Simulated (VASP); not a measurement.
Set up this calculation in VASP 6.6.1, as the native input.

```yaml
Task: single point
Functional: r2SCAN
Potentials_or_basis: VASP PAW PBE potentials, release 64 (Si, W_sv)
Cutoff: 520 eV
k_mesh: 18 × 18 × 18
Occupations: gaussian, width 0.1 eV
Spin: no spin polarisation
Dipole_correction: no
Further_INCAR_settings: ALGO = Normal; EDIFF = 1e-06; NBANDS = 18
```

The system is Si2W.

```
CELL_PARAMETERS angstrom
-1.60564 1.60564 3.90240
1.60564 -1.60564 3.90240
1.60564 1.60564 -3.90240
ATOMIC_POSITIONS crystal
Si 0.33482 0.33482 0.00000
Si 0.66518 0.66518 0.00000
W 0.00000 0.00000 0.00000
```

The input as run:

POSCAR

```
Si2W
1.0
   -1.6056373963      1.6056373963      3.9023992160
    1.6056373963     -1.6056373963      3.9023992160
    1.6056373963      1.6056373963     -3.9023992160
Si W
2 1
Direct
    0.3348207361      0.3348207361      0.0000000000
    0.6651792639      0.6651792639      0.0000000000
    0.0000000000      0.0000000000      0.0000000000
```

INCAR.step1

```
SYSTEM = Si2W
ALGO = Normal
EDIFF = 1E-4
ENCUT = 520
GGA = PE
ISMEAR = 0
LASPH = .TRUE.
LCHARG = .FALSE.
LREAL = .FALSE.
LWAVE = .TRUE.
NBANDS = 18
NELM = 80
PREC = Accurate
SIGMA = 0.1
```

INCAR.step2

```
SYSTEM = Si2W
ALGO = Normal
EDIFF = 1E-6
ENCUT = 520
ISIF = 2
ISMEAR = 0
ISTART = 1
LASPH = .TRUE.
LCHARG = .FALSE.
LMIXTAU = .TRUE.
LREAL = .FALSE.
LWAVE = .FALSE.
METAGGA = R2SCAN
NBANDS = 18
NELM = 80
PREC = Accurate
SIGMA = 0.1
```

KPOINTS

```
k-points
0
G
  18 18 18
  0 0 0
```

Potentials or basis: VASP PAW PBE potentials, release 64 (Si, W_sv).

Run with:

```sh
$ cat potpaw_PBE.64/Si/POTCAR potpaw_PBE.64/W_sv/POTCAR > POTCAR
$ cp INCAR.step1 INCAR
$ mpirun -np 1 vasp_std > vasp.out
$ cp INCAR.step2 INCAR
$ mpirun -np 1 vasp_std > vasp.out
```

It gave:

```
Pressure               : 0.3 GPa
Largest force          : 0.008 eV/Å
Band gap on the k mesh : zero (band 11 reaches 12.72 eV, above the bottom of band 12 at 11.42 eV)
```

Caveat: the PAW data sets were made with another functional, which shifts forces and pressure a little; spin-orbit coupling is left out, which moves the levels of the heavy elements.

Run time: 26 min on 1 thread of Intel(R) Xeon(R) Platinum 8259CL CPU @ 2.50GHz (Skylake/Cascade Lake) (shared host), peak memory 0.47 GiB.
